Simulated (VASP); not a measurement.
# Si16W8N in VASP: single point with PBE

Aim: the single point of Si16W8N with PBE.

All numbers are computed with VASP 6.6.1; they aren't measurements. Logs are shortened: lines on timing, memory, paths and dates and some standing lists are left out, and cuts for length are marked.

### 1 The cell of the first run

The cell holds a slab with vacuum, 25 atoms: a = 6.428 Å, b = 6.428 Å, c = 18.536 Å, α = 90.00°, β = 90.00°, γ = 90.00°.

### 2 Single point, PBE

INCAR reads:

```
PREC = Accurate
ENCUT = 520
EDIFF = 1E-6
ISMEAR = -1
SIGMA = 0.15
LREAL = Auto
LASPH = T
NELM = 100
ALGO = Normal
ISIF = 2
LWAVE = F
LCHARG = F
GGA = PE
NBANDS = 108
```

KPOINTS reads:

```
Automatic mesh
0
Gamma
  3 3 1
```

POSCAR reads:

```
Si16W8N
1.0
    6.4276000000      0.0000000000      0.0000000000
    0.0000000000      6.4276000000      0.0000000000
    0.0000000000      0.0000000000     18.5356180000
Si W N
16 8 1
Direct
   -0.0026493788      0.0000011386      0.1910140436
    0.2500000000      0.2500000000      0.1237770000
    0.2664084208      0.2262445416      0.4063721322
    0.0014797538      0.0000017599      0.3348688060
   -0.0009031775      0.4999973248      0.1929928154
    0.2500000000      0.7500000000      0.1237770000
    0.2664118428      0.7737534476      0.4063727767
    0.0129151560      0.4999967544      0.3461181170
    0.5008455517     -0.0000012825      0.1922457353
    0.7500000000      0.2500000000      0.1237770000
    0.6597653934      0.2953985195      0.4184921719
    0.5026621699      0.0000000580      0.3325131719
    0.5021516691      0.5000011001      0.1896328786
    0.7500000000      0.7500000000      0.1237770000
    0.6597745103      0.7046094605      0.4184920932
    0.4971467105      0.5000001660      0.3260053358
    0.0000000000      0.0000000000      0.0539502000
    0.2475321956      0.2522735668      0.2634544518
    0.0000000000      0.5000000000      0.0539502000
    0.2475274625      0.7477294715      0.2634554428
    0.5000000000      0.0000000000      0.0539502000
    0.7510435001      0.2511300692      0.2680838901
    0.5000000000      0.5000000000      0.0539502000
    0.7510491783      0.7488676375      0.2680845008
    0.1069363742     -0.0000024940      0.4270770652
```

Potentials or basis: VASP PAW PBE potentials, release 64 (Si, W_sv, N).

On the command line:

```sh
> cat potpaw_PBE.64/Si/POTCAR potpaw_PBE.64/W_sv/POTCAR potpaw_PBE.64/N/POTCAR > POTCAR
> mpirun -np 1 vasp_std > vasp.out
```

OUTCAR:

```text
PREC = Accurate
   ENCUT = 520
   EDIFF = 1E-6
   ISMEAR = -1
   LREAL = Auto
   LASPH = T
   NELM = 100
   ISIF = 2
   GGA = PE

 ion  position               nearest neighbor table
   1  0.997  0.000  0.191-  17 2.54  10 2.58  14 2.58   2 2.60   6 2.60  20 2.65  18 2.65   4 2.67
                            22 2.67  24 2.67
   2  0.250  0.250  0.124-  13 2.59  18 2.59   1 2.60   9 2.61   5 2.61  17 2.62  19 2.62  21 2.62
                            23 2.62
   3  0.266  0.226  0.406-  25 1.82  12 2.51  11 2.58   4 2.60   8 2.65  18 2.66  16 2.74   7 2.91
[... 9 lines left out ...]
   8  0.013  0.500  0.346-   3 2.65   7 2.65  18 2.68  20 2.68  24 2.74  22 2.74   5 2.84  15 2.95
                            11 2.95  16 3.13
   9  0.501  1.000  0.192-  21 2.56  14 2.60  10 2.60  12 2.60   6 2.61   2 2.61  18 2.65  20 2.65
                            22 2.68  24 2.68
  10  0.750  0.250  0.124-  13 2.57   1 2.58   9 2.60   5 2.61  17 2.62  19 2.62  21 2.62  23 2.62
                            22 2.67
  11  0.660  0.295  0.418-  16 2.40   3 2.58  15 2.63  12 2.68  22 2.86   8 2.95
  12  0.503  0.000  0.333-   3 2.51   7 2.51  22 2.57  24 2.57   9 2.60  20 2.64  18 2.64  15 2.68
                            11 2.68
  13  0.502  0.500  0.190-  23 2.52  16 2.53  14 2.57  10 2.57   6 2.59   2 2.59  18 2.66  20 2.66
                            22 2.69  24 2.69
  14  0.750  0.750  0.124-  13 2.57   1 2.58   9 2.60   5 2.61  17 2.62  19 2.62  21 2.62  23 2.62
                            24 2.67
  15  0.660  0.705  0.418-  16 2.40   7 2.58  11 2.63  12 2.68  24 2.86   8 2.95
  16  0.497  0.500  0.326-  11 2.40  15 2.40  22 2.52  24 2.52  13 2.53  18 2.54  20 2.54   7 2.74
                             3 2.74   8 3.13
  17  0.000  0.000  0.054-   1 2.54   2 2.62   6 2.62  10 2.62  14 2.62  19 3.21  21 3.21  19 3.21
                            21 3.21
  18  0.248  0.252  0.263-  16 2.54   2 2.59   5 2.61   4 2.62  12 2.64   1 2.65   9 2.65   3 2.66
                            13 2.66   8 2.68  20 3.18  22 3.19  22 3.24  20 3.24
  19  0.000  0.500  0.054-   5 2.58   2 2.62   6 2.62  10 2.62  14 2.62  17 3.21  23 3.21  17 3.21
                            23 3.21
  20  0.248  0.748  0.263-  16 2.54   6 2.59   5 2.61   4 2.62  12 2.64   1 2.65   9 2.65   7 2.66
                            13 2.66   8 2.68  18 3.18  24 3.19  24 3.24  18 3.24
  21  0.500  0.000  0.054-   9 2.56   6 2.62   2 2.62  10 2.62  14 2.62  17 3.21  23 3.21  23 3.21
                            17 3.21
  22  0.751  0.251  0.268-  16 2.52  12 2.57   4 2.59   5 2.65   1 2.67  10 2.67   9 2.68  13 2.69
                             8 2.74  11 2.86  18 3.19  24 3.20  24 3.23  18 3.24
  23  0.500  0.500  0.054-  13 2.52   6 2.62  10 2.62   2 2.62  14 2.62  19 3.21  21 3.21  21 3.21
                            19 3.21
  24  0.751  0.749  0.268-  16 2.52  12 2.57   4 2.59   5 2.65   1 2.67  14 2.67   9 2.68  13 2.69
                             8 2.74  15 2.86  20 3.19  22 3.20  22 3.23  20 3.24
  25  0.107  1.000  0.427-   7 1.82   3 1.82   4 1.84

  LATTYP: Found a simple tetragonal cell.
 ALAT       =     6.4276000000
 C/A-ratio  =     2.8837541228

  Lattice vectors:

 A1 = (   6.4276000000,   0.0000000000,   0.0000000000)
 A2 = (   0.0000000000,   6.4276000000,   0.0000000000)
 A3 = (   0.0000000000,   0.0000000000,  18.5356180000)

[... 170 lines left out ...]
     AMIX     =   0.40;   BMIX     =  1.00
     AMIX_MAG =   1.60;   BMIX_MAG =  1.00
  volume/ion in A,a.u.               =      30.63       206.71
  Fermi-wavevector in a.u.,A,eV,Ry     =   1.012199  1.912780 13.939819  1.024548
  Thomas-Fermi vector in A             =   2.145295
   LORBIT       =      0    0 simple, 1 ext, 2 COOP (PROOUT), +10 PAW based schemes
   GGA     = PE    functional components
   LHFCALC =     F    Hartree Fock is set to
   AEXX    =    0.0000 exact exchange contribution
   IVDW    =     0    specifies the selected vdW correction
   LEPSILON=     F    determine dielectric tensor
   LRPA    =     F    only Hartree local field effects (RPA)
 non-spin polarized calculation
  energy-cutoff  :      520.00
  volume of cell :      765.78
 maximum number of plane-waves:     20657
 NGX is ok and might be reduce to    48
   NGX = 23   NGY = 23   NGZ = 69

 number of electron     180.9999982 magnetization

 Free energy of the ion-electron system (eV)
  ---------------------------------------------------
  ext. energy  EPLUGINS =         0.00000000
  ---------------------------------------------------
  free energy    TOTEN  =      -189.64518655 eV

  energy without entropy =     -188.48499386  energy(sigma->0) =     -189.06509020

 E-fermi :   2.5291     XC(G=0):  -6.6685

 val. band max:        2.5000965046   @ k =   0.3333   0.3333   0.0000
 cond. band min:       2.5724401459   @ k =   0.3333   0.3333   0.0000
 fundamental gap:      0.0723436413
 Fermi energy:         2.5290781047

 k-point     1 :       0.0000    0.0000    0.0000
  band No.  band energies     occupation
      1     -71.4198      2.00000
      2     -71.4128      2.00000
      3     -71.4087      2.00000
      4     -71.4034      2.00000
      5     -71.2793      2.00000
      6     -71.2719      2.00000
[... 409 lines left out ...]
    101       4.0136      0.00010
    102       4.2246      0.00002
 [bands above 102 left out]

------------------------ aborting loop because EDIFF is reached ----------------------------------------

  FORCE on cell =-STRESS in cart. coord.  units (eV):
  Direction    XX          YY          ZZ          XY          YZ          ZX
  --------------------------------------------------------------------------------------
  -------------------------------------------------------------------------------------
  Total      -15.0968545    -15.5691840     -7.7122576      0.0000000      0.0000000     -0.0012597
  in kB      -31.5858302    -32.5740439    -16.1356830      0.0000000      0.0000000     -0.0026356
  external PRESSURE =     -26.7651857 kB  Pullay stress =       0.0000000 kB

 VOLUME and BASIS-vectors are now :
 -----------------------------------------------------------------------------
  energy-cutoff  :      520.00
  volume of cell :      765.78
      direct lattice vectors                 reciprocal lattice vectors
     6.427600000  0.000000000  0.000000000     0.155579065  0.000000000  0.000000000
     0.000000000  6.427600000  0.000000000     0.000000000  0.155579065  0.000000000
     0.000000000  0.000000000 18.535618000     0.000000000  0.000000000  0.053950184

 POSITION                                       TOTAL-FORCE (eV/Angst)
 -----------------------------------------------------------------------------------
      6.41057      0.00001      3.54056         0.001886      0.000000     -0.005823
      1.60690      1.60690      2.29428        -0.054374     -0.055515     -1.540879
      1.71237      1.45421      7.53236         0.008938      0.004082      0.011913
      0.00951      0.00001      6.20700        -0.000754      0.000000      0.003596
      6.42179      3.21378      3.57724        -0.002616      0.000000     -0.000425
      1.60690      4.82070      2.29428        -0.054374      0.055515     -1.540879
[... 17 lines left out ...]
      4.82744      4.81342      4.96911         0.000301      0.002570     -0.009776
      0.68734      6.42758      7.91614        -0.014398      0.000000     -0.009877
 -----------------------------------------------------------------------------------
    total drift:                               -0.000087      0.002264     -0.017186

  FREE ENERGIE OF THE ION-ELECTRON SYSTEM (eV)
  ---------------------------------------------------
  free  energy   TOTEN  =      -189.6451865459 eV

  energy  without entropy=     -188.4849938599  energy(sigma->0) =     -189.06509020
```

stdout:

```text
POSCAR found type information on POSCAR SiW N
 POSCAR found :  3 types and      25 ions
 scaLAPACK will be used
 LDA part: xc-table for (Slater+PW92), standard interpolation
 POSCAR, INCAR and KPOINTS ok, starting setup
 FFT: planning ... GRIDC
 FFT: planning ... GRID_SOFT
 FFT: planning ... GRID
 WAVECAR not read
 entering main loop
```

Wall time 25 min (1 thread of Intel Xeon 8259CL, shared host); peak memory 0.77 GiB.

What came out:

| Quantity | Value |
| --- | --- |
| Free energy | -189.6452 eV |
| Largest force | 1.543 eV/Å |
| Band gap on the k mesh | zero (an odd number of electrons rules out a gap without spin polarisation) |

Forces in eV/Å, atoms in the order of the input:
```
Si   0.002  0.000 -0.006
Si  -0.054 -0.056 -1.541
Si   0.009  0.004  0.012
Si  -0.001  0.000  0.004
Si  -0.003  0.000  0.000
Si  -0.054  0.056 -1.541
Si   0.009 -0.004  0.012
Si   0.002  0.000  0.002
Si   0.000  0.000 -0.008
Si   0.061 -0.033 -1.374
Si  -0.010  0.003 -0.007
Si   0.001  0.000  0.012
Si   0.002  0.000  0.000
Si   0.061  0.033 -1.374
Si  -0.010 -0.003 -0.007
Si   0.020  0.000  0.020
W   -0.013  0.000  1.424
W   -0.003  0.005 -0.006
W   -0.104  0.000  1.478
W   -0.003 -0.005 -0.006
W    0.038  0.000  1.508
W    0.000 -0.003 -0.010
W    0.063  0.000  1.429
W    0.000  0.003 -0.010
N   -0.014  0.000 -0.010
```

Caveat: there is no dipole correction, which matters where the two faces differ; spin-orbit coupling is left out, which moves the levels of the heavy elements.

The gap in the log of VASP goes by the Fermi energy; the results here count the filled bands.